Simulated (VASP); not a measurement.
# Zr3SiO (P4mm) in VASP: notebook

Zr3SiO is run at these levels: PBE; tasks: single point.

All numbers are computed with VASP 6.6.1; they aren't measurements. Logs are shortened: lines on timing, memory, paths and dates and some standing lists are left out, and cuts for length are marked.

### Step 1. The cell of the first run

The structure is tetragonal, space group P4mm (No. 99). The conventional cell has a = 3.930 Å, b = 3.930 Å, c = 4.041 Å, α = 90.00°, β = 90.00°, γ = 90.00°. Zr (site symmetry 2mm) has 2 Si at 1.97 Å within 2.6 Å. Zr (site symmetry 4mm) has 2 Si at 1.81 to 2.23 Å within 2.4 Å. Within 2.4 Å of Si (site symmetry 4mm) lie 6 Zr at 1.81 to 2.23 Å. Within 3.6 Å of O (site symmetry 4mm) lie 12 Zr at 2.77 to 2.87 Å and 8 Si at 3.39 to 3.48 Å.

The cell was built from a structure type or drawn by symmetry, and may not be a known phase.

### Step 2. Single point, PBE

INCAR reads:

```
SYSTEM = Zr3SiO
ALGO     = Normal         ! electronic algorithm
EDIFF    = 1E-7           ! SCF threshold, eV
ENCUT    = 520            ! plane-wave cutoff, eV
GGA      = PE             ! functional
ISIF     = 2              ! what is computed and relaxed
ISMEAR   = 0              ! smearing method
LASPH    = .TRUE.         ! aspherical terms in the spheres
LCHARG   = .FALSE.        ! write CHGCAR
LREAL    = .FALSE.        ! projectors in reciprocal space
LWAVE    = .FALSE.        ! write WAVECAR
NBANDS   = 31             ! bands
NELM     = 60             ! most SCF steps
PREC     = Accurate       ! precision mode
SIGMA    = 0.1            ! smearing width, eV
```

KPOINTS reads:

```
k-points
0
G
  4 4 4
  0 0 0
```

POSCAR reads:

```
Zr3SiO
1.0
    3.9302816100      0.0000000000      0.0000000000
    0.0000000000      3.9302816100      0.0000000000
    0.0000000000      0.0000000000      4.0408669800
Zr Si O
3 1 1
Direct
    0.0000000000      0.5000000000      0.0642205400
    0.5000000000      0.0000000000      0.0642205400
    0.0000000000      0.0000000000      0.5489717700
    0.0000000000      0.0000000000      0.1000427000
    0.5000000000      0.5000000000      0.5825414700
```

Potentials or basis: VASP PAW PBE potentials, release 64 (Zr_sv, Si, O).

Run with:

```sh
$ cat potpaw_PBE.64/Zr_sv/POTCAR potpaw_PBE.64/Si/POTCAR potpaw_PBE.64/O/POTCAR > POTCAR
$ mpirun -np 1 vasp_std > vasp.out
```

OUTCAR:

```text
SYSTEM = Zr3SiO
   EDIFF = 1E-7
   ENCUT = 520
   GGA = PE
   ISIF = 2
   ISMEAR = 0
   LASPH = .TRUE.
   LREAL = .FALSE.
   NELM = 60
   PREC = Accurate

 ion  position               nearest neighbor table
   1  0.000  0.500  0.064-   4 1.97   4 1.97   5 2.77   5 2.77   3 2.77   3 2.77   2 2.78   2 2.78
                             2 2.78   2 2.78   3 2.86   3 2.86   5 2.87   5 2.87
   2  0.500  0.000  0.064-   4 1.97   4 1.97   5 2.77   5 2.77   3 2.77   3 2.77   1 2.78   1 2.78
                             1 2.78   1 2.78   3 2.86   3 2.86   5 2.87   5 2.87
   3  0.000  0.000  0.549-   4 1.81   4 2.23   2 2.77   1 2.77   1 2.77   2 2.77   5 2.78   5 2.78
                             5 2.78   5 2.78   2 2.86   1 2.86   2 2.86   1 2.86
   4  0.000  0.000  0.100-   3 1.81   2 1.97   1 1.97   1 1.97   2 1.97   3 2.23
   5  0.500  0.500  0.583-   1 2.77   2 2.77   2 2.77   1 2.77   3 2.78   3 2.78   3 2.78   3 2.78
                             1 2.87   2 2.87   1 2.87   2 2.87

  LATTYP: Found a simple tetragonal cell.
 ALAT       =     3.9302816100
 C/A-ratio  =     1.0281367548

  Lattice vectors:

 A1 = (   3.9302816100,   0.0000000000,   0.0000000000)
 A2 = (   0.0000000000,   3.9302816100,   0.0000000000)
 A3 = (   0.0000000000,   0.0000000000,   4.0408669800)

Analysis of symmetry for initial positions (statically):
=====================================================================
 Subroutine PRICEL returns:
 Original cell was already a primitive cell.

 Routine SETGRP: Setting up the symmetry group for a
 simple tetragonal supercell.

 Subroutine GETGRP returns: Found  8 space group operations
 (whereof  8 operations were pure point group operations)
 out of a pool of 16 trial point group operations.

The static configuration has the point symmetry C_4v.

Analysis of symmetry for dynamics (positions and initial velocities):
=====================================================================
 Subroutine PRICEL returns:
 Original cell was already a primitive cell.

 Routine SETGRP: Setting up the symmetry group for a
 simple tetragonal supercell.

 Subroutine GETGRP returns: Found  8 space group operations
 (whereof  8 operations were pure point group operations)
 out of a pool of 16 trial point group operations.

The dynamic configuration has the point symmetry C_4v.

 Subroutine INISYM returns: Found  8 space group operations
 (whereof  8 operations are pure point group operations),
 and found     1 'primitive' translations

----------------------------------------------------------------------------------------

                                     Primitive cell

  volume of cell :      62.4197

  direct lattice vectors                    reciprocal lattice vectors
     3.930281610  0.000000000  0.000000000     0.254434694  0.000000000  0.000000000
     0.000000000  3.930281610  0.000000000     0.000000000  0.254434694  0.000000000
     0.000000000  0.000000000  4.040866980     0.000000000  0.000000000  0.247471645

  length of vectors
     3.930281610  3.930281610  4.040866980     0.254434694  0.254434694  0.247471645

  position of ions in fractional coordinates (direct lattice)
     0.000000000  0.500000000  0.064220540
     0.500000000  0.000000000  0.064220540
     0.000000000  0.000000000  0.548971770
     0.000000000  0.000000000  0.100042700
     0.500000000  0.500000000  0.582541470

  ion indices of the primitive-cell ions
   primitive index   ion index
                 1           1
                 2           2
                 3           3
                 4           4
                 5           5

----------------------------------------------------------------------------------------

 KPOINTS: k-points

Automatic generation of k-mesh.
 Grid dimensions read from file:
 generate k-points for:    4    4    4

 Generating k-lattice:

  Cartesian coordinates                     Fractional coordinates (reciprocal lattice)
     0.063608674  0.000000000  0.000000000     0.250000000  0.000000000  0.000000000
     0.000000000  0.063608674  0.000000000     0.000000000  0.250000000  0.000000000
     0.000000000  0.000000000  0.061867911     0.000000000  0.000000000  0.250000000

  Length of vectors
     0.063608674  0.063608674  0.061867911

  Shift w.r.t. Gamma in fractional coordinates (k-lattice)
     0.000000000  0.000000000  0.000000000

 Subroutine IBZKPT returns following result:
 ===========================================

 Found     18 irreducible k-points:

 Following reciprocal coordinates:
            Coordinates               Weight
  0.000000  0.000000  0.000000      1.000000
  0.250000  0.000000  0.000000      4.000000
  0.500000  0.000000  0.000000      2.000000
  0.250000  0.250000  0.000000      4.000000
  0.500000  0.250000  0.000000      4.000000
  0.500000  0.500000  0.000000      1.000000
[... 10 lines left out ...]
  0.500000  0.250000  0.500000      4.000000
  0.500000  0.500000  0.500000      1.000000
   k-points           NKPTS =     18   k-points in BZ     NKDIM =     18   number of bands    NBANDS=     31
   number of dos      NEDOS =    301   number of ions     NIONS =      5
   total plane-waves  NPLWV =  27000
   dimension x,y,z NGX =    30 NGY =   30 NGZ =   30
   dimension x,y,z NGXF=    60 NGYF=   60 NGZF=   60
   ions per type =               3   1   1
   NGX,Y,Z   is equivalent  to a cutoff of  12.69, 12.69, 12.34 a.u.
   NGXF,Y,Z  is equivalent  to a cutoff of  25.38, 25.38, 24.68 a.u.
 SYSTEM =  Zr3SiO
   PREC   = accura    normal or accurate (medium, high low for compatibility)
   ISTART =      0    job   : 0-new  1-cont  2-samecut
   ICHARG =      2    charge: 1-file 2-atom 10-const
   ISPIN  =      1    spin polarized calculation?
   LNONCOLLINEAR =      F non collinear calculations
   LSORBIT =      F    spin-orbit coupling
   LASPH  =      T    aspherical Exc in radial PAW
   ENCUT  =  520.0 eV  38.22 Ry    6.18 a.u.   7.31  7.31  7.51*2*pi/ulx,y,z
   NELM   =     60;   NELMIN=  2; NELMDL= -5     # of ELM steps
   EDIFF  = 0.1E-06   stopping-criterion for ELM
   LREAL  =      F    real-space projection
   EDIFFG = 0.1E-05   stopping-criterion for IOM
   NSW    =      0    number of steps for IOM
   IBRION =     -1    ionic relax: 0-MD 1-quasi-New 2-CG
   NFREE  =      0    steps in history (QN), initial steepest desc. (CG)
   ISIF   =      2    stress and relaxation
   ISYM   =      2    0-nonsym 1-usesym 2-fastsym
   POTIM  = 0.5000    time-step for ionic-motion
   TEBEG  =    0.0;   TEEND  =   0.0 temperature during run
   PSTRESS=    0.0 pullay stress
   NELECT =      46.0000    total number of electrons
   NUPDOWN=      -1.0000    fix difference up-down
   EMIN   =  10.00;   EMAX   =-10.00  energy-range for DOS
   EFERMI =   0.00;   METHOD = LEGACY
   ISMEAR =     0;   SIGMA  =   0.10  broadening in eV -4-tet -1-fermi 0-gaus
   EFERMI_NEDOS =   21; number of points for ismear=-14 and -15
   IALGO  =     38    algorithm
   IMIX   =      4    mixing-type and parameters
     AMIX     =   0.40;   BMIX     =  1.00
     AMIX_MAG =   1.60;   BMIX_MAG =  1.00
  volume/ion in A,a.u.               =      12.48        84.25
  Fermi-wavevector in a.u.,A,eV,Ry     =   1.478723  2.794381 29.750792  2.186622
  Thomas-Fermi vector in A             =   2.592969
   LORBIT       =      0    0 simple, 1 ext, 2 COOP (PROOUT), +10 PAW based schemes
   GGA     = PE    functional components
   LHFCALC =     F    Hartree Fock is set to
   AEXX    =    0.0000 exact exchange contribution
   IVDW    =     0    specifies the selected vdW correction
   LEPSILON=     F    determine dielectric tensor
   LRPA    =     F    only Hartree local field effects (RPA)
 non-spin polarized calculation
 Gauss-broadening in eV      SIGMA  =   0.10
  energy-cutoff  :      520.00
  volume of cell :       62.42
 maximum number of plane-waves:      1696
 NGX is ok and might be reduce to    30
   NGX = 15   NGY = 15   NGZ = 15

 number of electron      45.9999998 magnetization

 Free energy of the ion-electron system (eV)
  ---------------------------------------------------
  ext. energy  EPLUGINS =         0.00000000
  ---------------------------------------------------
  free energy    TOTEN  =       -15.49384012 eV

  energy without entropy =      -15.46400926  energy(sigma->0) =      -15.47892469

 E-fermi :  13.1377     XC(G=0): -12.7291

 val. band max:       13.1368700508   @ k =   0.5000   0.2500   0.0000
 cond. band min:      13.1646669593   @ k =   0.5000   0.0000   0.0000
 fundamental gap:      0.0277969085
 Fermi energy:        13.1377091453

 k-point     1 :       0.0000    0.0000    0.0000
  band No.  band energies     occupation
      1     -35.3374      2.00000
      2     -34.6428      2.00000
      3     -34.4832      2.00000
      4     -15.0071      2.00000
      5     -14.9360      2.00000
      6     -14.9360      2.00000
[... 23 lines left out ...]
     30      17.7683      0.00000
     31      17.7683      0.00000

 k-point     2 :       0.2500    0.0000    0.0000
  band No.  band energies     occupation
      1     -35.2479      2.00000
      2     -34.6649      2.00000
      3     -34.5485      2.00000
      4     -14.9330      2.00000
      5     -14.7989      2.00000
      6     -14.7186      2.00000
[... 23 lines left out ...]
     30      17.1153      0.00000
     31      18.4517      0.00000

 k-point     3 :       0.5000    0.0000    0.0000
  band No.  band energies     occupation
      1     -35.1208      2.00000
      2     -34.7499      2.00000
      3     -34.5885      2.00000
      4     -14.8177      2.00000
      5     -14.6332      2.00000
      6     -14.4156      2.00000
[... 23 lines left out ...]
     30      17.2859      0.00000
     31      17.4876      0.00000

 k-point     4 :       0.2500    0.2500    0.0000
  band No.  band energies     occupation
      1     -35.1678      2.00000
      2     -34.6710      2.00000
      3     -34.6156      2.00000
      4     -15.2584      2.00000
      5     -14.7277      2.00000
      6     -14.1365      2.00000
[... 431 lines left out ...]
     30      16.8415      0.00000
     31      17.6874      0.00000

 k-point    17 :       0.5000    0.2500    0.5000
  band No.  band energies     occupation
      1     -34.9405      2.00000
      2     -34.7440      2.00000
      3     -34.7423      2.00000
      4     -16.2103      2.00000
      5     -13.9118      2.00000
      6     -13.7348      2.00000
[... 23 lines left out ...]
     30      16.9636      0.00000
     31      18.1925      0.00000

 k-point    18 :       0.5000    0.5000    0.5000
  band No.  band energies     occupation
      1     -34.9287      2.00000
      2     -34.7392      2.00000
      3     -34.7392      2.00000
      4     -16.6046      2.00000
      5     -13.9186      2.00000
      6     -13.8889      2.00000
[... 23 lines left out ...]
     30      19.2569      0.00000
     31      19.2587      0.00000

------------------------ aborting loop because EDIFF is reached ----------------------------------------

  FORCE on cell =-STRESS in cart. coord.  units (eV):
  Direction    XX          YY          ZZ          XY          YZ          ZX
  --------------------------------------------------------------------------------------
  -------------------------------------------------------------------------------------
  Total       57.5814303     57.5814303     58.0555964      0.0000000      0.0000000      0.0000000
  in kB     1477.9887823   1477.9887823   1490.1595850      0.0000000      0.0000000      0.0000000
  external PRESSURE =    1482.0457166 kB  Pullay stress =       0.0000000 kB

 VOLUME and BASIS-vectors are now :
 -----------------------------------------------------------------------------
  energy-cutoff  :      520.00
  volume of cell :       62.42
      direct lattice vectors                 reciprocal lattice vectors
     3.930281610  0.000000000  0.000000000     0.254434694  0.000000000  0.000000000
     0.000000000  3.930281610  0.000000000     0.000000000  0.254434694  0.000000000
     0.000000000  0.000000000  4.040866980     0.000000000  0.000000000  0.247471645

 POSITION                                       TOTAL-FORCE (eV/Angst)
 -----------------------------------------------------------------------------------
      0.00000      1.96514      0.25951        -0.000000      0.000000     -2.749909
      1.96514      0.00000      0.25951         0.000000      0.000000     -2.749909
      0.00000      0.00000      2.21832        -0.000000      0.000000     16.438985
      0.00000      0.00000      0.40426         0.000000      0.000000    -11.365354
      1.96514      1.96514      2.35397         0.000000      0.000000      0.426188
 -----------------------------------------------------------------------------------
    total drift:                                0.000000      0.000000      0.000054

  FREE ENERGIE OF THE ION-ELECTRON SYSTEM (eV)
  ---------------------------------------------------
  free  energy   TOTEN  =       -15.4938401187 eV

  energy  without entropy=      -15.4640092597  energy(sigma->0) =      -15.47892469
```

Wall time 36 s (1 thread of Intel Xeon Platinum 8488C (Sapphire Rapids), shared host); peak memory 0.17 GiB.

Results:

| Property | Result |
| --- | --- |
| Free energy | -15.4938 eV |
| Pressure | 148.2 GPa |
| Largest force | 16.439 eV/Å |
| Band gap on the k mesh | zero (bands 23 and 24 overlap by 1.74 eV) |

Forces on the atoms (eV/Å):
```
Zr    0.000   0.000  -2.750
Zr    0.000   0.000  -2.750
Zr    0.000   0.000  16.439
Si    0.000   0.000 -11.365
O     0.000   0.000   0.426
```

Stress tensor (GPa, compression positive):
```
147.80   0.00   0.00
  0.00 147.80   0.00
  0.00   0.00 149.02
```

Caveat: the k points lie up to 0.40 Å⁻¹ apart, too coarse for converged energies and pressures of a metal; atoms lie so close that the PAW spheres overlap strongly, which falsifies energies and pressures; forces of over 1 eV/Å act on the atoms, so gaps and moduli don't describe the material at rest.

(Part 1 of 2 ends here.)
